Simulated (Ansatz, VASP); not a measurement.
# Si: VASP beside Ansatz

File INCAR:

```
SYSTEM = Si
PREC = Accurate ; ENCUT = 500
EDIFF = 1E-6 ; ISMEAR = -1
SIGMA = 0.08 ; LREAL = .FALSE.
LASPH = .TRUE. ; NELM = 120
ALGO = Normal ; ISIF = 2
LWAVE = .FALSE. ; LCHARG = .TRUE.
GGA = PS ; LELF = .TRUE.
LVHAR = .TRUE. ; NBANDS = 8
GGA_COMPAT = .FALSE.
```

Contents of KPOINTS:

```
Automatic mesh
0
G
  16 16 16
  0 0 0
```

Contents of POSCAR:

```
Si
1.0
    0.0000000000      1.9245883954      1.9245883954
    1.9245883954      0.0000000000      1.9245883954
    1.9245883954      1.9245883954      0.0000000000
Si
1
Direct
    0.0000000000      0.0000000000      0.0000000000
```

Input for Ansatz:

```yaml
crystal:
  lattice:
    - [0.0, 1.9245883954, 1.9245883954]
    - [1.9245883954, 0.0, 1.9245883954]
    - [1.9245883954, 1.9245883954, 0.0]
  atoms:
    - { symbol: Si, position: [0.0, 0.0, 0.0] }
kpoints:
  mp_grid: { grid: [16, 16, 16] }
scf:
  occupations: { method: fermi_dirac, width: 0.08 }
hamiltonian:
  xc: pbesol
  pseudopotentials: { kind: paw }
output:
  forces: true
  stress: true
  eigenvalues: true
  write_density: true
  write_potential: true
  elf: true
  volumetric_format: npy
```

Change from the starting cell: volume scaled by 1.013, to set the pressure.

Alike in both runs: task single point; functional PBEsol; k mesh 16 × 16 × 16; occupations fermi-dirac, width 0.08 eV; no spin polarisation.

```csv
,VASP,Ansatz
version,VASP 6.6.1,Ansatz 0.2.0
potentials or method,"VASP PAW PBE potentials, release 64 (Si)","PAW with Ansatz's default frozen-core files, scalar-relativistic"
plane-wave cutoff (eV),500,420
valence electrons in the cell,4,4
```

|  | VASP | Ansatz | Ansatz less VASP |
| --- | --- | --- | --- |
| pressure (GPa) | -1.1 | -1.2 | -0.13 |

VASP's potentials were made for PBE, not for PBEsol.
